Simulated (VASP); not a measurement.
# Ba2SrN2 (P-3m1) in VASP: notebook

Runs on Ba2SrN2. Level: PBE+D4. Tasks: single point.

All numbers are computed with VASP 6.6.1; they aren't measurements. Logs are shortened: lines on timing, memory, paths and dates and some standing lists are left out, and cuts for length are marked.

### 1 The cell of the first run

The structure is trigonal, space group P-3m1 (No. 164). Conventional cell: a = 3.795 Å, b = 3.795 Å, c = 10.196 Å, α = 90.00°, β = 90.00°, γ = 120.00°. Within 3.3 Å of Ba (site symmetry 3m) lie 3 N at 2.53 Å. Within 3.6 Å of Sr (site symmetry -3m) lie 6 N at 2.74 Å. Within 3.3 Å of N (site symmetry 3m) lie 3 Ba at 2.53 Å and 3 Sr at 2.74 Å.

### 2 Single point, PBE+D4

INCAR

```
SYSTEM = Ba2SrN2
PREC     = Accurate       ! precision mode
ENCUT    = 520            ! plane-wave cutoff, eV
EDIFF    = 1E-6           ! SCF threshold, eV
ISMEAR   = -1             ! smearing method
SIGMA    = 0.05           ! smearing width, eV
LREAL    = .False.        ! projectors in reciprocal space
LASPH    = .True.         ! aspherical terms in the spheres
NELM     = 60             ! most SCF steps
ALGO     = Normal         ! electronic algorithm
ISIF     = 2              ! what is computed and relaxed
LWAVE    = .False.        ! write WAVECAR
LCHARG   = .False.        ! write CHGCAR
GGA      = PE             ! functional
IVDW     = 13             ! dispersion correction
NBANDS   = 28             ! bands
```

KPOINTS

```
regular mesh
0
Gamma
  6 6 2
  0 0 0
```

POSCAR

```
Ba2SrN2
1.0
    3.7949274724      0.0000000000      0.0000000000
   -1.8974637362      3.2865036589      0.0000000000
    0.0000000000      0.0000000000     10.1962089864
Ba Sr N
2 1 2
Direct
    0.6666666667      0.3333333333      0.2154780000
    0.3333333333      0.6666666667      0.7845220000
    0.0000000000      0.0000000000      0.5000000000
    0.6666666667      0.3333333333      0.6607440000
    0.3333333333      0.6666666667      0.3392560000
```

Potentials or basis: VASP PAW PBE potentials, release 64 (Ba_sv, Sr_sv, N).

Launch:

```
$ cat potpaw_PBE.64/Ba_sv/POTCAR potpaw_PBE.64/Sr_sv/POTCAR potpaw_PBE.64/N/POTCAR > POTCAR
$ mpirun -np 1 vasp_std > vasp.out
```

OUTCAR:

```text
SYSTEM = Ba2SrN2
   PREC = Accurate
   ENCUT = 520
   EDIFF = 1E-6
   ISMEAR = -1
   LREAL = .False.
   LASPH = .True.
   NELM = 60
   ISIF = 2
   GGA = PE
   IVDW = 13

 ion  position               nearest neighbor table
   1  0.667  0.333  0.215-   5 2.53   5 2.53   5 2.53   3 3.64   3 3.64   3 3.64
   2  0.333  0.667  0.785-   4 2.53   4 2.53   4 2.53   3 3.64   3 3.64   3 3.64
   3  0.000  0.000  0.500-   4 2.74   5 2.74   4 2.74   5 2.74   4 2.74   5 2.74   1 3.64   2 3.64
                             2 3.64   1 3.64   1 3.64   2 3.64
   4  0.667  0.333  0.661-   2 2.53   2 2.53   2 2.53   3 2.74   3 2.74   3 2.74
   5  0.333  0.667  0.339-   1 2.53   1 2.53   1 2.53   3 2.74   3 2.74   3 2.74

  LATTYP: Found a hexagonal cell.
 ALAT       =     3.7949274724
 C/A-ratio  =     2.6867994344

  Lattice vectors:

 A1 = (   3.7949274724,   0.0000000000,   0.0000000000)
 A2 = (  -1.8974637362,   3.2865036589,   0.0000000000)
 A3 = (   0.0000000000,   0.0000000000,  10.1962089864)

Analysis of symmetry for initial positions (statically):
=====================================================================
 Subroutine PRICEL returns:
 Original cell was already a primitive cell.

 Routine SETGRP: Setting up the symmetry group for a
 hexagonal supercell.

 Subroutine GETGRP returns: Found 12 space group operations
 (whereof 12 operations were pure point group operations)
 out of a pool of 24 trial point group operations.

The static configuration has the point symmetry D_3d.

Analysis of symmetry for dynamics (positions and initial velocities):
=====================================================================
 Subroutine PRICEL returns:
 Original cell was already a primitive cell.

 Routine SETGRP: Setting up the symmetry group for a
 hexagonal supercell.

 Subroutine GETGRP returns: Found 12 space group operations
 (whereof 12 operations were pure point group operations)
 out of a pool of 24 trial point group operations.

The dynamic configuration has the point symmetry D_3d.

 Subroutine INISYM returns: Found 12 space group operations
 (whereof 12 operations are pure point group operations),
 and found     1 'primitive' translations

----------------------------------------------------------------------------------------

                                     Primitive cell

  volume of cell :     127.1676

[... 82 lines left out ...]
   NELM   =     60;   NELMIN=  2; NELMDL= -5     # of ELM steps
   EDIFF  = 0.1E-05   stopping-criterion for ELM
   LREAL  =      F    real-space projection
   EDIFFG = 0.1E-04   stopping-criterion for IOM
   NSW    =      0    number of steps for IOM
   IBRION =     -1    ionic relax: 0-MD 1-quasi-New 2-CG
   NFREE  =      0    steps in history (QN), initial steepest desc. (CG)
   ISIF   =      2    stress and relaxation
   ISYM   =      2    0-nonsym 1-usesym 2-fastsym
   POTIM  = 0.5000    time-step for ionic-motion
   TEBEG  =    0.0;   TEEND  =   0.0 temperature during run
   PSTRESS=    0.0 pullay stress
   NELECT =      40.0000    total number of electrons
   NUPDOWN=      -1.0000    fix difference up-down
   EMIN   =  10.00;   EMAX   =-10.00  energy-range for DOS
   EFERMI =   0.00;   METHOD = LEGACY
   ISMEAR =    -1;   SIGMA  =   0.05  broadening in eV -4-tet -1-fermi 0-gaus
   EFERMI_NEDOS =   21; number of points for ismear=-14 and -15
   IALGO  =     38    algorithm
   IMIX   =      4    mixing-type and parameters
     AMIX     =   0.40;   BMIX     =  1.00
     AMIX_MAG =   1.60;   BMIX_MAG =  1.00
  volume/ion in A,a.u.               =      25.43       171.63
  Fermi-wavevector in a.u.,A,eV,Ry     =   1.113361  2.103947 16.865414  1.239573
  Thomas-Fermi vector in A             =   2.249945
   LORBIT       =      0    0 simple, 1 ext, 2 COOP (PROOUT), +10 PAW based schemes
   GGA     = PE    functional components
   LHFCALC =     F    Hartree Fock is set to
   AEXX    =    0.0000 exact exchange contribution
   IVDW    =    13    specifies the selected vdW correction
   LEPSILON=     F    determine dielectric tensor
   LRPA    =     F    only Hartree local field effects (RPA)
 non-spin polarized calculation
  energy-cutoff  :      520.00
  volume of cell :      127.17
 maximum number of plane-waves:      3447
   NGX = 15   NGY = 15   NGZ = 37

 number of electron      39.9999998 magnetization

 Free energy of the ion-electron system (eV)
  ---------------------------------------------------
  ext. energy  EPLUGINS =         0.00000000
  ---------------------------------------------------
  free energy    TOTEN  =       -23.96300712 eV

  energy without entropy =      -23.95030862  energy(sigma->0) =      -23.95665787

 E-fermi :   2.3358     XC(G=0):  -9.0116

 val. band max:        2.2236764639   @ k =   0.5000   0.0000   0.5000
 cond. band min:       2.6182587030   @ k =   0.1667   0.0000   0.5000
 fundamental gap:      0.3945822391
 Fermi energy:         2.3358477006

 k-point     1 :       0.0000    0.0000    0.0000
  band No.  band energies     occupation
      1     -30.9712      2.00000
      2     -24.3096      2.00000
      3     -24.3057      2.00000
      4     -13.4510      2.00000
      5     -12.8274      2.00000
      6     -12.8274      2.00000
[... 423 lines left out ...]
     27       7.1098      0.00000
     28       8.0980      0.00000

------------------------ aborting loop because EDIFF is reached ----------------------------------------

  DFT-D4 for vdW energy calculation

  Edisp (eV):   -0.98513

  FORCE on cell =-STRESS in cart. coord.  units (eV):
  Direction    XX          YY          ZZ          XY          YZ          ZX
  --------------------------------------------------------------------------------------
  -------------------------------------------------------------------------------------
  Total       3.63499     3.63499     3.41818     0.00000     0.00000     0.00000
  in kB      45.79710    45.79710    43.06546     0.00000     0.00000     0.00000
  external pressure =       44.89 kB  Pullay stress =        0.00 kB

 VOLUME and BASIS-vectors are now :
 -----------------------------------------------------------------------------
  energy-cutoff  :      520.00
  volume of cell :      127.17
      direct lattice vectors                 reciprocal lattice vectors
     3.794927472  0.000000000  0.000000000     0.263509647  0.152137363  0.000000000
    -1.897463736  3.286503659  0.000000000     0.000000000  0.304274726  0.000000000
     0.000000000  0.000000000 10.196208986     0.000000000  0.000000000  0.098075667

 POSITION                                       TOTAL-FORCE (eV/Angst)
 -----------------------------------------------------------------------------------
      1.89746      1.09550      2.19706         0.000000     -0.000000     -0.869403
     -0.00000      2.19100      7.99915         0.000000      0.000000      0.869403
      0.00000      0.00000      5.09810         0.000000      0.000000      0.000000
      1.89746      1.09550      6.73708         0.000000      0.000000     -0.377988
     -0.00000      2.19100      3.45913        -0.000000      0.000000      0.377988
 -----------------------------------------------------------------------------------
    total drift:                                0.000000      0.000000      0.000000

  FREE ENERGIE OF THE ION-ELECTRON SYSTEM (eV)
  ---------------------------------------------------
  free  energy   TOTEN  =       -24.9481349734 eV

  energy  without entropy=      -24.9354364800  energy(sigma->0) =      -24.94178573
```

OSZICAR:

```text
N       E                     dE             d eps       ncg     rms          rms(c)
DAV:   1     0.274987702807E+03    0.27499E+03   -0.19176E+04   784   0.129E+03
DAV:   2    -0.130261758252E+02   -0.28801E+03   -0.27898E+03  1124   0.279E+02
DAV:   3    -0.342787365667E+02   -0.21253E+02   -0.21120E+02  1000   0.742E+01
DAV:   4    -0.351351625792E+02   -0.85643E+00   -0.85516E+00  1296   0.127E+01
DAV:   5    -0.351461855060E+02   -0.11023E-01   -0.11021E-01  1020   0.134E+00    0.224E+01
DAV:   6    -0.250124710470E+02    0.10134E+02   -0.68411E+01   900   0.364E+01    0.276E+01
DAV:   7    -0.245178167632E+02    0.49465E+00   -0.64338E+00   928   0.126E+01    0.166E+01
DAV:   8    -0.239676716807E+02    0.55015E+00   -0.29882E+00   916   0.690E+00    0.271E+00
DAV:   9    -0.239667353451E+02    0.93634E-03   -0.91613E-02  1060   0.152E+00    0.180E+00
DAV:  10    -0.239658297948E+02    0.90555E-03   -0.63280E-02   912   0.117E+00    0.637E-01
DAV:  11    -0.239627269657E+02    0.31028E-02   -0.24457E-02  1008   0.627E-01    0.288E-01
DAV:  12    -0.239638827432E+02   -0.11558E-02   -0.60366E-03   908   0.301E-01    0.251E-01
DAV:  13    -0.239630409462E+02    0.84180E-03   -0.30463E-03   996   0.244E-01    0.505E-02
DAV:  14    -0.239630134147E+02    0.27531E-04   -0.40929E-04   996   0.819E-02    0.408E-02
DAV:  15    -0.239630099918E+02    0.34229E-05   -0.16302E-05  1004   0.200E-02    0.277E-02
DAV:  16    -0.239630073822E+02    0.26096E-05   -0.21814E-05   952   0.224E-02    0.111E-02
DAV:  17    -0.239630071180E+02    0.26424E-06   -0.80853E-06   932   0.140E-02
   1 F= -.24948135E+02 E0= -.24941786E+02  d E =-.126985E-01
```

stdout:

```text
POSCAR found type information on POSCAR BaSrN
 POSCAR found :  3 types and       5 ions
 scaLAPACK will be used
 LDA part: xc-table for (Slater+PW92), standard interpolation
 POSCAR, INCAR and KPOINTS ok, starting setup
 FFT: planning ... GRIDC
 FFT: planning ... GRID_SOFT
 FFT: planning ... GRID
 WAVECAR not read
 entering main loop
```

Run time: 50 s. Hardware: 1 thread of Intel Xeon Platinum 8375C at 2.90GHz (Ice Lake), shared host; peak memory 0.26 GiB.

What came out:

```yaml
Free_energy: -24.9481 eV
Pressure: 4.5 GPa
Largest_force: 0.869 eV/Å
Band_gap_on_the_k_mesh: zero (band 20 reaches 2.22 eV, above the bottom of band 21 at 1.94 eV)
Dispersion_energy_per_atom: -0.197 eV
```

Forces on the atoms (eV/Å):
```
Ba   0.000  0.000 -0.869
Ba   0.000  0.000  0.869
Sr   0.000  0.000  0.000
N    0.000  0.000 -0.378
N    0.000  0.000  0.378
```

Stress tensor (GPa, compression positive):
```
4.58 0.00 0.00
0.00 4.58 0.00
0.00 0.00 4.31
```

Caveat: spin-orbit coupling is left out, which moves the levels of the heavy elements; pairwise dispersion overbinds metals, which lowers pressure and volume.

(Part 1 of 2 ends here.)
